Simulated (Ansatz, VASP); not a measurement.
**FeO in VASP and in Ansatz**

Contents of INCAR:

```
ALGO = Normal
EDIFF = 1E-6
ENCUT = 520
GGA = PE
ISIF = 2
ISMEAR = -1
LASPH = True
LCHARG = True
LDAU = True
LDAUJ = 0 0
LDAUL = 2 -1
LDAUPRINT = 1
LDAUTYPE = 2
LDAUU = 4 0
LELF = True
LMAXMIX = 4
LREAL = False
LVHAR = True
LWAVE = False
NBANDS = 22
NELM = 150
PREC = Accurate
SIGMA = 0.05
```

KPOINTS

```
k-points
0
Gamma
  9 9 5
```

File POSCAR:

```
FeO
1.0
    1.5188209000      0.8768916600      2.5195772800
   -1.5188209000      0.8768916600      2.5195772800
    0.0000000000     -3.5075666300      5.0391545700
Fe O
2 2
Direct
    0.0000000000      0.0000000000      0.0000000000
    0.0000000000      0.0000000000      0.5000000000
    0.5000000000      0.5000000000      0.2500000000
    0.5000000000      0.5000000000      0.7500000000
```

Input for Ansatz:

```yaml
crystal:
  lattice:
    - [1.5188209, 0.87689166, 2.51957728]
    - [-1.5188209, 0.87689166, 2.51957728]
    - [0.0, -3.50756663, 5.03915457]
  atoms:
    - { symbol: Fe, position: [0.0, 0.0, 0.0] }
    - { symbol: O, position: [0.5, 0.5, 0.25] }
    - { symbol: Fe, position: [0.0, 0.0, 0.5] }
    - { symbol: O, position: [0.5, 0.5, 0.75] }
  symmetry: { tolerance: 0.0003 }
hamiltonian:
  xc: pbe
  pseudopotentials: { kind: paw, azcp: { folder: soft_1 } }
  hubbard: { sites: [{ species: Fe, l: d, u_eff: 4.0 }] }
basis:
  ecutwfc: 420
magnetization:
  spin_polarized: false
scf:
  occupations: { method: fermi_dirac, width: 0.05 }
kpoints:
  mp_grid: { grid: [9, 9, 5], shift: [0, 0, 0] }
output:
  forces: true
  stress: true
  eigenvalues: true
  write_density: true
  write_potential: true
  elf: true
  volumetric_format: npy
```

Alike in both runs: task single point; functional PBE; k mesh 9 × 9 × 5; occupations fermi-dirac, width 0.05 eV; no spin polarisation; Hubbard terms Fe d U = 4.0 eV.

|  | VASP | Ansatz |
| --- | --- | --- |
| version | VASP 6.6.1 | Ansatz 0.2.0 |
| potentials or method | VASP PAW PBE potentials, release 64 (Fe, O), cutoff 520 eV | PAW plane waves |
| valence electrons in the cell | 28 | 44 |

|  | VASP | Ansatz | Ansatz less VASP |
| --- | --- | --- | --- |
| gap on the k mesh at the Fermi level (eV) | 2.14 | 2.28 | +0.133 |
| pressure (GPa) | -18.8 | -19.2 | -0.44 |

The programs project onto different local orbitals, so the same U acts differently, and such runs can settle in different states. VASP's potentials hold 28 valence electrons a cell and Ansatz's 44, so a difference there can come from the potentials and not from the codes.
